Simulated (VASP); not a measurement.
Wanted: the native input for a VASP 6.6.1 run.

```yaml
Task: single point
Functional: PBE
Potentials_or_basis: VASP PAW PBE potentials, release 64 (Ga_d, O)
Cutoff: 520 eV
k_mesh: 8 × 8 × 8
Occupations: gaussian, width 0.1 eV
Spin: no spin polarisation
Dipole_correction: no
Further_INCAR_settings: ALGO = Normal; EDIFF = 1e-07; NBANDS = 37
```

The structure of Ga4O lies in POSCAR:

```
Ga4O
1.0
    4.4620228698      0.0000000000      0.0000000000
    0.0000000000      4.4620228698      0.0000000000
    0.0000000000      0.0000000000      4.4620228698
Ga O
4 1
Direct
    0.0000000000      0.0000000000      0.0000000000
    0.5000000000      0.5000000000      0.0000000000
    0.5000000000      0.0000000000      0.5000000000
    0.0000000000      0.5000000000      0.5000000000
    0.5000000000      0.5000000000      0.5000000000
```

The cell was built from a structure type or drawn by symmetry, and may not be a known phase.

The input as run:

INCAR

```
SYSTEM = Ga4O
PREC = Accurate
ENCUT = 520
EDIFF = 1E-7
ISMEAR = 0
SIGMA = 0.1
LREAL = .False.
LASPH = .True.
NELM = 100
ALGO = Normal
ISIF = 2
LWAVE = .False.
LCHARG = .True.
GGA = PE
LELF = .True.
LVHAR = .True.
NBANDS = 37
```

KPOINTS

```
regular mesh
0
Gamma
  8 8 8
  0 0 0
```

Potentials or basis: VASP PAW PBE potentials, release 64 (Ga_d, O).

Launch:

```bash
$ cat potpaw_PBE.64/Ga_d/POTCAR potpaw_PBE.64/O/POTCAR > POTCAR
$ mpirun -np 1 vasp_std > vasp.out
```

It gave:

The pressure is 0.2 GPa and the band gap on the k mesh is zero (bands 29 and 30 overlap by 2.20 eV).

Run time: 82 s on 1 thread of AMD EPYC 9R45 96-Core Processor (Zen 5) (shared host), peak memory 0.21 GiB.
